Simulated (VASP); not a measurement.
# Ti5C4 (a cell with a defect) in VASP: a series of runs, part 2 of 2

VASP 6.6.1.

## 3. Relaxation of the atoms, PBE

Input file INCAR:

```
SYSTEM = Ti5C4
  ALGO = Normal
  EDIFF = 1E-7
  EDIFFG = -0.025
  ENCUT = 520
  GGA = PE
  GGA_COMPAT = .False.
  IBRION = 2
  ISIF = 2
  ISMEAR = 0
  LASPH = .True.
  LCHARG = .False.
  LREAL = .False.
  LWAVE = .False.
  NELM = 120
  NELMIN = 4
  NSW = 65
  PREC = Accurate
  SIGMA = 0.1
```

Input file KPOINTS:

```
Automatic mesh
0
Gamma
  6 6 6
  0.5 0.5 0.5
```

Input file POSCAR:

```
Ti5C4
1.0
    0.0000000000      0.0000000000     -4.3327798708
    0.0000000000     -4.3327798708      0.0000000000
   -4.3327798708      0.0000000000      0.0000000000
Ti C
5 4
Direct
    0.0000000000      0.0000000000      0.0000000000
    1.0000000000      0.5000000000      0.5000000000
    0.5000000000      1.0000000000      0.5000000000
    0.5000000000      0.5000000000      0.0000000000
    0.7500000000      0.7500000000      0.7500000000
    0.0000000000      0.0000000000      0.5000000000
    0.0000000000      0.5000000000      0.0000000000
    0.5000000000      0.0000000000      0.0000000000
    0.5000000000      0.5000000000      0.5000000000
```

Potentials or basis: VASP PAW PBE potentials, release 64 (Ti_sv, C).

Launch:

```bash
cat potpaw_PBE.64/Ti_sv/POTCAR potpaw_PBE.64/C/POTCAR > POTCAR
mpirun -np 1 vasp_std > vasp.out
```

OUTCAR:

```text
SYSTEM = Ti5C4
   EDIFF = 1E-7
   EDIFFG = -0.025
   ENCUT = 520
   GGA = PE
   IBRION = 2
   ISIF = 2
   ISMEAR = 0
   LASPH = .True.
   LREAL = .False.
   NELM = 120
   NELMIN = 4
   NSW = 65
   PREC = Accurate

 ion  position               nearest neighbor table
   1  0.000  0.000  0.000-   5 1.88   6 2.17   7 2.17   8 2.17   6 2.17   7 2.17   8 2.17
   2  0.000  0.500  0.500-   5 1.88   6 2.17   7 2.17   9 2.17   7 2.17   6 2.17   9 2.17
   3  0.500  0.000  0.500-   5 1.88   6 2.17   8 2.17   9 2.17   8 2.17   9 2.17   6 2.17
   4  0.500  0.500  0.000-   5 1.88   7 2.17   8 2.17   9 2.17   9 2.17   8 2.17   7 2.17
   5  0.750  0.750  0.750-   1 1.88   2 1.88   3 1.88   4 1.88   6 1.88   7 1.88   8 1.88   9 1.88

   6  0.000  0.000  0.500-   5 1.88   2 2.17   3 2.17   1 2.17   1 2.17   2 2.17   3 2.17
[... 197 lines left out ...]
  -------------------------------------------------------------------------------------
  Total       42.4958936     42.4958936     42.4958936      0.0000000     -0.0000000     -0.0000000
  in kB      837.0620905    837.0620905    837.0620905      0.0000000     -0.0000000     -0.0000000
  external PRESSURE =     837.0620905 kB  Pullay stress =       0.0000000 kB
[... 288 lines left out ...]
--------------------------------------- Ionic step        8  -------------------------------------------

 number of electron      75.9999978 magnetization

 Free energy of the ion-electron system (eV)
  ---------------------------------------------------
  ext. energy  EPLUGINS =         0.00000000
  ---------------------------------------------------
  free energy    TOTEN  =       -72.59353406 eV

  energy without entropy =      -72.56880989  energy(sigma->0) =      -72.58117198

 E-fermi :  12.1019     XC(G=0): -13.4088

 val. band max:       12.0706245622   @ k =   0.2500   0.0833   0.0833
 cond. band min:      12.1273111734   @ k =   0.4167   0.4167   0.4167
 fundamental gap:      0.0566866112
 Fermi energy:        12.1018682811

 k-point     1 :       0.0833    0.0833    0.0833
  band No.  band energies     occupation
      1     -45.0473      2.00000
      2     -44.7034      2.00000
      3     -44.6857      2.00000
      4     -44.6857      2.00000
      5     -43.8891      2.00000
      6     -22.2055      2.00000
[... 505 lines left out ...]
  FREE ENERGIE OF THE ION-ELECTRON SYSTEM (eV)
  ---------------------------------------------------
  free  energy   TOTEN  =       -72.5935340564 eV

  energy  without entropy=      -72.5688098944  energy(sigma->0) =      -72.58117198

 reached required accuracy - stopping structural energy minimisation
```

CONTCAR:

```text
Ti5C4
   1.00000000000000
     0.0000000000000000    0.0000000000000000   -4.3327798707999996
     0.0000000000000000   -4.3327798707999996    0.0000000000000000
    -4.3327798707999996    0.0000000000000000    0.0000000000000000
  Ti              C
     5     4
Direct
     0.0372108028334627    0.0372108028334627    0.0372108028334627
     0.0372108028334627    0.4627891971665374    0.4627891971665374
     0.4627891971665374    0.0372108028334627    0.4627891971665374
     0.4627891971665374    0.4627891971665374    0.0372108028334627
     0.7500000000000000    0.7500000000000000    0.7500000000000000
     0.0009223983417035    0.0009223983417035    0.4990776016582965
     0.0009223983417035    0.4990776016582965    0.0009223983417035
     0.4990776016582965    0.0009223983417035    0.0009223983417035
     0.4990776016582965    0.4990776016582965    0.4990776016582965

  0.00000000E+00  0.00000000E+00  0.00000000E+00
  0.00000000E+00  0.00000000E+00  0.00000000E+00
  0.00000000E+00  0.00000000E+00  0.00000000E+00
  0.00000000E+00  0.00000000E+00  0.00000000E+00
  0.00000000E+00  0.00000000E+00  0.00000000E+00
  0.00000000E+00  0.00000000E+00  0.00000000E+00
  0.00000000E+00  0.00000000E+00  0.00000000E+00
  0.00000000E+00  0.00000000E+00  0.00000000E+00
  0.00000000E+00  0.00000000E+00  0.00000000E+00
```

It took 2.6 min on 1 thread of Intel Xeon Platinum 8488C (Sapphire Rapids), shared host; peak memory 0.19 GiB.

Results:

```
Free energy               : -72.5935 eV
Energy gained by relaxing : 728.5 meV/atom
Ionic steps               : 8
Pressure after relaxing   : 74.0 GPa
Band gap on the k mesh    : zero (band 38 reaches 12.53 eV, above the bottom of band 39 at 11.16 eV)
```

Step by step:
```
step  energy change (eV)  largest force (eV/Å)  pressure (GPa)
   1              0.0000               11.7460           83.71
   2              6.1676               21.2365          139.74
   3             -6.3880                1.5615           73.20
   4             -6.3878                1.4639           72.81
   5             -6.5438                0.4887           74.11
   6             -6.5549                0.1944           73.74
   7             -6.5547                0.2076           74.31
   8             -6.5566                0.0013           74.01
```

Final structure:
```
CELL_PARAMETERS angstrom
0.00000 0.00000 -4.33278
0.00000 -4.33278 0.00000
-4.33278 0.00000 0.00000
ATOMIC_POSITIONS crystal
Ti 0.03721 0.03721 0.03721
Ti 0.03721 0.46279 0.46279
Ti 0.46279 0.03721 0.46279
Ti 0.46279 0.46279 0.03721
Ti 0.75000 0.75000 0.75000
C 0.00092 0.00092 0.49908
C 0.00092 0.49908 0.00092
C 0.49908 0.00092 0.00092
C 0.49908 0.49908 0.49908
```

Levels at points of the mesh, in eV from the Fermi level:
| k point | band 36 | band 37 | band 38 | band 39 | band 40 | band 41 |
| --- | --- | --- | --- | --- | --- | --- |
| (0.08, 0.08, 0.08) | -1.47 | -1.05 | -1.05 | -0.94 | 0.22 | 0.44 |
